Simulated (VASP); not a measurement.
Wanted: the native input for a VASP 6.6.1 run.

| Quantity | Value |
| --- | --- |
| Task | single point |
| Functional | PBE |
| Potentials or basis | VASP PAW PBE potentials, release 64 (Ti_sv, O) |
| Cutoff | 520 eV |
| k mesh | 8 × 8 × 8 |
| Occupations | gaussian, width 0.01 eV |
| Spin | no spin polarisation |
| Dipole correction | no |
| Further INCAR settings | ALGO = Normal; EDIFF = 1e-06; NBANDS = 33 |

The structure of TiO2 (Anatase) lies in POSCAR:

```
TiO2
1.0
   -1.8921000000      1.8921000000      4.7573000000
    1.8921000000     -1.8921000000      4.7573000000
    1.8921000000      1.8921000000     -4.7573000000
Ti O
2 4
Direct
    0.0000000000      0.0000000000      0.0000000000
    0.7500000000      0.2500000000      0.5000000000
    0.2081000000      0.2081000000      0.0000000000
    0.9581000000      0.4581000000      0.5000000000
    0.5419000000      0.0419000000      0.5000000000
    0.7919000000      0.7919000000      0.0000000000
```

One way to write it, as run:

INCAR

```
SYSTEM = TiO2
  ALGO = Normal
  EDIFF = 1E-6
  ENCUT = 520
  GGA = PE
  ISIF = 2
  ISMEAR = 0
  LASPH = .TRUE.
  LCHARG = .FALSE.
  LREAL = .FALSE.
  LWAVE = .FALSE.
  NBANDS = 33
  NELM = 80
  PREC = Accurate
  SIGMA = 0.01
```

KPOINTS

```
k-points
0
G
  8 8 8
  0 0 0
```

Potentials or basis: VASP PAW PBE potentials, release 64 (Ti_sv, O).

The run is started by

```sh
$ cat potpaw_PBE.64/Ti_sv/POTCAR potpaw_PBE.64/O/POTCAR > POTCAR
$ mpirun -np 1 vasp_std > vasp.out
```

Results of the run:

```yaml
Pressure: 5.9 GPa
Largest_force: 0.125 eV/Å
Band_gap_on_the_k_mesh: 2.14 eV, indirect (least direct gap 2.44 eV)
```

It took 3.7 min on 1 thread of Intel(R) Xeon(R) Platinum 8375C CPU @ 2.90GHz (Ice Lake), with other jobs on the host, peak memory 0.31 GiB.
